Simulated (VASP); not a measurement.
# TiH (P4_2/mmc) in VASP: a series of runs

Runs on TiH. Level: LDA. Tasks: single point.

All numbers are computed with VASP 6.6.1; they aren't measurements. Logs are shortened: lines on timing, memory, paths and dates and some standing lists are left out, and cuts for length are marked.

**1. The cell of the first run**

Symmetry: P4_2/mmc, No. 131, tetragonal system. Conventional cell: a = 2.967 Å, b = 2.967 Å, c = 4.598 Å, α = 90.00°, β = 90.00°, γ = 90.00°. Ti (site symmetry mmm) has 4 H at 1.88 Å within 2.5 Å. H (site symmetry -4m2) has 4 Ti at 1.88 Å and 2 H at 2.30 Å within 2.5 Å.

**2. Single point, LDA**

File INCAR:

```
SYSTEM = TiH
ALGO = Normal
EDIFF = 1E-6
ENCUT = 520
ISIF = 2
ISMEAR = -1
LASPH = .True.
LCHARG = .False.
LREAL = .False.
LWAVE = .False.
NBANDS = 21
NELM = 60
PREC = Accurate
SIGMA = 0.15
```

File KPOINTS:

```
k-points
0
Gamma
  8 8 5
  0 0 0
```

File POSCAR:

```
TiH
1.0
    2.9670103702      0.0000000000      0.0000000000
    0.0000000000      2.9670103702      0.0000000000
    0.0000000000      0.0000000000      4.5983934644
Ti H
2 2
Direct
    0.5000000000      0.0000000000      0.5000000000
    0.0000000000      0.5000000000      0.0000000000
    0.0000000000      0.0000000000      0.2500000000
    0.0000000000      0.0000000000      0.7500000000
```

Potentials or basis: VASP PAW LDA potentials, release 64 (Ti_sv, H).

On the command line:

```
cat potpaw_LDA.64/Ti_sv/POTCAR potpaw_LDA.64/H/POTCAR > POTCAR
mpirun -np 1 vasp_std > vasp.out
```

OUTCAR:

```text
SYSTEM = TiH
   EDIFF = 1E-6
   ENCUT = 520
   ISIF = 2
   ISMEAR = -1
   LASPH = .True.
   LREAL = .False.
   NELM = 60
   PREC = Accurate

 ion  position               nearest neighbor table
   1  0.500  0.000  0.500-   3 1.88   4 1.88   3 1.88   4 1.88
   2  0.000  0.500  0.000-   3 1.88   4 1.88   3 1.88   4 1.88
   3  0.000  0.000  0.250-   1 1.88   2 1.88   2 1.88   1 1.88
   4  0.000  0.000  0.750-   1 1.88   2 1.88   2 1.88   1 1.88

  LATTYP: Found a simple tetragonal cell.
 ALAT       =     2.9670103702
 C/A-ratio  =     1.5498407119

  Lattice vectors:

 A1 = (   2.9670103702,   0.0000000000,   0.0000000000)
 A2 = (   0.0000000000,   2.9670103702,   0.0000000000)
 A3 = (   0.0000000000,   0.0000000000,   4.5983934644)

Analysis of symmetry for initial positions (statically):
=====================================================================
 Subroutine PRICEL returns:
 Original cell was already a primitive cell.

 Routine SETGRP: Setting up the symmetry group for a
 simple tetragonal supercell.

 Subroutine GETGRP returns: Found 16 space group operations
 (whereof  8 operations were pure point group operations)
 out of a pool of 16 trial point group operations.

The static configuration has the point symmetry D_2h.
 The point group associated with its full space group is D_4h.

Analysis of symmetry for dynamics (positions and initial velocities):
=====================================================================
 Subroutine PRICEL returns:
 Original cell was already a primitive cell.

 Routine SETGRP: Setting up the symmetry group for a
 simple tetragonal supercell.

 Subroutine GETGRP returns: Found 16 space group operations
 (whereof  8 operations were pure point group operations)
 out of a pool of 16 trial point group operations.

The dynamic configuration has the point symmetry D_2h.
 The point group associated with its full space group is D_4h.

 Subroutine INISYM returns: Found 16 space group operations
 (whereof  8 operations are pure point group operations),
 and found     1 'primitive' translations

----------------------------------------------------------------------------------------

                                     Primitive cell

  volume of cell :      40.4803

  direct lattice vectors                    reciprocal lattice vectors
     2.967010370  0.000000000  0.000000000     0.337039604  0.000000000  0.000000000
     0.000000000  2.967010370  0.000000000     0.000000000  0.337039604  0.000000000
     0.000000000  0.000000000  4.598393464     0.000000000  0.000000000  0.217467254

  length of vectors
     2.967010370  2.967010370  4.598393464     0.337039604  0.337039604  0.217467254

  position of ions in fractional coordinates (direct lattice)
     0.500000000  0.000000000  0.500000000
     0.000000000  0.500000000  0.000000000
     0.000000000  0.000000000  0.250000000
     0.000000000  0.000000000  0.750000000

  ion indices of the primitive-cell ions
   primitive index   ion index
                 1           1
                 2           2
                 3           3
                 4           4

----------------------------------------------------------------------------------------

 KPOINTS: k-points

Automatic generation of k-mesh.
 Grid dimensions read from file:
 generate k-points for:    8    8    5

 Generating k-lattice:

  Cartesian coordinates                     Fractional coordinates (reciprocal lattice)
     0.042129950  0.000000000  0.000000000     0.125000000  0.000000000  0.000000000
     0.000000000  0.042129950  0.000000000     0.000000000  0.125000000  0.000000000
     0.000000000  0.000000000  0.043493451     0.000000000  0.000000000  0.200000000

  Length of vectors
     0.042129950  0.042129950  0.043493451

  Shift w.r.t. Gamma in fractional coordinates (k-lattice)
     0.000000000  0.000000000  0.000000000

 Subroutine IBZKPT returns following result:
 ===========================================

 Found     45 irreducible k-points:

 Following reciprocal coordinates:
            Coordinates               Weight
  0.000000  0.000000  0.000000      1.000000
  0.125000  0.000000  0.000000      4.000000
  0.250000  0.000000  0.000000      4.000000
  0.375000  0.000000  0.000000      4.000000
  0.500000  0.000000  0.000000      2.000000
  0.125000  0.125000  0.000000      4.000000
[... 16 lines left out ...]
  0.375000  0.125000  0.200000     16.000000
  0.500000  0.125000  0.200000      8.000000
 [... further k-points ...]
   k-points           NKPTS =     45   k-points in BZ     NKDIM =     45   number of bands    NBANDS=     21
   number of dos      NEDOS =    301   number of ions     NIONS =      4
   total plane-waves  NPLWV =  20736
   dimension x,y,z NGX =    24 NGY =   24 NGZ =   36
   dimension x,y,z NGXF=    48 NGYF=   48 NGZF=   72
   ions per type =               2   2
   NGX,Y,Z   is equivalent  to a cutoff of  13.45, 13.45, 13.02 a.u.
   NGXF,Y,Z  is equivalent  to a cutoff of  26.90, 26.90, 26.03 a.u.
 SYSTEM =  TiH
   PREC   = accura    normal or accurate (medium, high low for compatibility)
   ISTART =      0    job   : 0-new  1-cont  2-samecut
   ICHARG =      2    charge: 1-file 2-atom 10-const
   ISPIN  =      1    spin polarized calculation?
   LNONCOLLINEAR =      F non collinear calculations
   LSORBIT =      F    spin-orbit coupling
   LASPH  =      T    aspherical Exc in radial PAW
   ENCUT  =  520.0 eV  38.22 Ry    6.18 a.u.   5.52  5.52  8.55*2*pi/ulx,y,z
   NELM   =     60;   NELMIN=  2; NELMDL= -5     # of ELM steps
   EDIFF  = 0.1E-05   stopping-criterion for ELM
   LREAL  =      F    real-space projection
   EDIFFG = 0.1E-04   stopping-criterion for IOM
   NSW    =      0    number of steps for IOM
   IBRION =     -1    ionic relax: 0-MD 1-quasi-New 2-CG
   NFREE  =      0    steps in history (QN), initial steepest desc. (CG)
   ISIF   =      2    stress and relaxation
   ISYM   =      2    0-nonsym 1-usesym 2-fastsym
   POTIM  = 0.5000    time-step for ionic-motion
   TEBEG  =    0.0;   TEEND  =   0.0 temperature during run
   PSTRESS=    0.0 pullay stress
   NELECT =      26.0000    total number of electrons
   NUPDOWN=      -1.0000    fix difference up-down
   EMIN   =  10.00;   EMAX   =-10.00  energy-range for DOS
   EFERMI =   0.00;   METHOD = LEGACY
   ISMEAR =    -1;   SIGMA  =   0.15  broadening in eV -4-tet -1-fermi 0-gaus
   EFERMI_NEDOS =   21; number of points for ismear=-14 and -15
   IALGO  =     38    algorithm
   IMIX   =      4    mixing-type and parameters
     AMIX     =   0.40;   BMIX     =  1.00
     AMIX_MAG =   1.60;   BMIX_MAG =  1.00
  volume/ion in A,a.u.               =      10.12        68.29
  Fermi-wavevector in a.u.,A,eV,Ry     =   1.412487  2.669214 27.145258  1.995120
  Thomas-Fermi vector in A             =   2.534231
   LORBIT       =      0    0 simple, 1 ext, 2 COOP (PROOUT), +10 PAW based schemes
   GGA     = CA    functional components
   LHFCALC =     F    Hartree Fock is set to
   AEXX    =    0.0000 exact exchange contribution
   IVDW    =     0    specifies the selected vdW correction
   LEPSILON=     F    determine dielectric tensor
   LRPA    =     F    only Hartree local field effects (RPA)
 non-spin polarized calculation
  energy-cutoff  :      520.00
  volume of cell :       40.48
 maximum number of plane-waves:      1113
 NGX is ok and might be reduce to    24
   NGX = 11   NGY = 11   NGZ = 17

 number of electron      25.9999997 magnetization

 Free energy of the ion-electron system (eV)
  ---------------------------------------------------
  ext. energy  EPLUGINS =         0.00000000
  ---------------------------------------------------
  free energy    TOTEN  =       -25.85378588 eV

  energy without entropy =      -25.65745586  energy(sigma->0) =      -25.75562087

 E-fermi :   7.1405     XC(G=0): -11.6302

 val. band max:        7.1192283879   @ k =   0.5000   0.0000   0.4000
 cond. band min:       7.1653949243   @ k =   0.2500   0.2500   0.4000
 fundamental gap:      0.0461665364
 Fermi energy:         7.1405380052

 k-point     1 :       0.0000    0.0000    0.0000
  band No.  band energies     occupation
      1     -49.1043      2.00000
      2     -49.0232      2.00000
      3     -25.9391      2.00000
      4     -25.6207      2.00000
      5     -25.6207      2.00000
      6     -25.5121      2.00000
[... 13 lines left out ...]
     20      10.1416      0.00000
     21      14.6412      0.00000

 k-point     2 :       0.1250    0.0000    0.0000
  band No.  band energies     occupation
      1     -49.0961      2.00000
      2     -49.0211      2.00000
      3     -25.9169      2.00000
      4     -25.6695      2.00000
      5     -25.6138      2.00000
      6     -25.5221      2.00000
[... 13 lines left out ...]
     20      10.3779      0.00000
     21      14.5540      0.00000

 k-point     3 :       0.2500    0.0000    0.0000
  band No.  band energies     occupation
      1     -49.0748      2.00000
      2     -49.0172      2.00000
      3     -25.8564      2.00000
      4     -25.7873      2.00000
      5     -25.6217      2.00000
      6     -25.5965      2.00000
[... 13 lines left out ...]
     20      11.2102      0.00000
     21      13.1956      0.00000

 k-point     4 :       0.3750    0.0000    0.0000
  band No.  band energies     occupation
      1     -49.0492      2.00000
      2     -49.0177      2.00000
      3     -25.9047      2.00000
      4     -25.7729      2.00000
      5     -25.7336      2.00000
      6     -25.6077      2.00000
[... 13 lines left out ...]
     20      11.8687      0.00000
     21      12.3705      0.00000

 k-point     5 :       0.5000    0.0000    0.0000
  band No.  band energies     occupation
      1     -49.0307      2.00000
      2     -49.0257      2.00000
      3     -25.9531      2.00000
      4     -25.7791      2.00000
      5     -25.6949      2.00000
      6     -25.6735      2.00000
[... 13 lines left out ...]
     20      10.9562      0.00000
     21      13.0602      0.00000
[... 382 lines left out ...]
     20      10.4160      0.00000
     21      14.6224      0.00000

 k-point    22 :       0.2500    0.1250    0.2000
  band No.  band energies     occupation
      1     -49.0625      2.00000
      2     -49.0194      2.00000
      3     -25.8581      2.00000
      4     -25.7623      2.00000
      5     -25.6517      2.00000
      6     -25.6305      2.00000
[... 13 lines left out ...]
     20      10.9398      0.00000
     21      13.7548      0.00000

 k-point    23 :       0.3750    0.1250    0.2000
  band No.  band energies     occupation
      1     -49.0401      2.00000
      2     -49.0165      2.00000
      3     -25.9373      2.00000
      4     -25.7891      2.00000
      5     -25.6958      2.00000
      6     -25.6185      2.00000
[... 13 lines left out ...]
     20      11.2981      0.00000
     21      12.7796      0.00000

 k-point    24 :       0.5000    0.1250    0.2000
  band No.  band energies     occupation
      1     -49.0252      2.00000
      2     -49.0210      2.00000
      3     -25.9828      2.00000
      4     -25.8190      2.00000
      5     -25.6593      2.00000
      6     -25.6264      2.00000
[... 13 lines left out ...]
     20      10.8159      0.00000
     21      13.0662      0.00000

 [... further k-points ...]
[... 5 lines left out ...]
  --------------------------------------------------------------------------------------
  -------------------------------------------------------------------------------------
  Total       -2.1941311     -2.1941311     -2.0297802      0.0000000      0.0000000      0.0000000
  in kB      -86.8418154    -86.8418154    -80.3369482      0.0000000      0.0000000      0.0000000
  external PRESSURE =     -84.6735263 kB  Pullay stress =       0.0000000 kB

 VOLUME and BASIS-vectors are now :
 -----------------------------------------------------------------------------
  energy-cutoff  :      520.00
  volume of cell :       40.48
      direct lattice vectors                 reciprocal lattice vectors
     2.967010370  0.000000000  0.000000000     0.337039604  0.000000000  0.000000000
     0.000000000  2.967010370  0.000000000     0.000000000  0.337039604  0.000000000
     0.000000000  0.000000000  4.598393464     0.000000000  0.000000000  0.217467254

 POSITION                                       TOTAL-FORCE (eV/Angst)
 -----------------------------------------------------------------------------------
      1.48351      0.00000      2.29920         0.000000     -0.000000      0.000000
      0.00000      1.48351      0.00000         0.000000     -0.000000      0.000000
      0.00000      0.00000      1.14960        -0.000000      0.000000      0.000000
      0.00000      0.00000      3.44880         0.000000     -0.000000      0.000000
 -----------------------------------------------------------------------------------
    total drift:                                0.000000      0.000000     -0.000000

  FREE ENERGIE OF THE ION-ELECTRON SYSTEM (eV)
  ---------------------------------------------------
  free  energy   TOTEN  =       -25.8537858773 eV

  energy  without entropy=      -25.6574558636  energy(sigma->0) =      -25.75562087
```

Wall time 48 s (1 thread of Intel Xeon 8259CL, shared host); peak memory 0.16 GiB.

What came out:

- Free energy: -25.8538 eV
- Pressure: -8.5 GPa
- Band gap on the k mesh: zero (bands 13 and 14 overlap by 0.39 eV)

Stress tensor (GPa, compression positive):
```
-8.68  0.00  0.00
 0.00 -8.68  0.00
 0.00  0.00 -8.03
```

Caveat: the cell stands under tension.

(Continued in part 2 of 2.)

The gap in the log of VASP goes by the Fermi energy; the results here count the filled bands.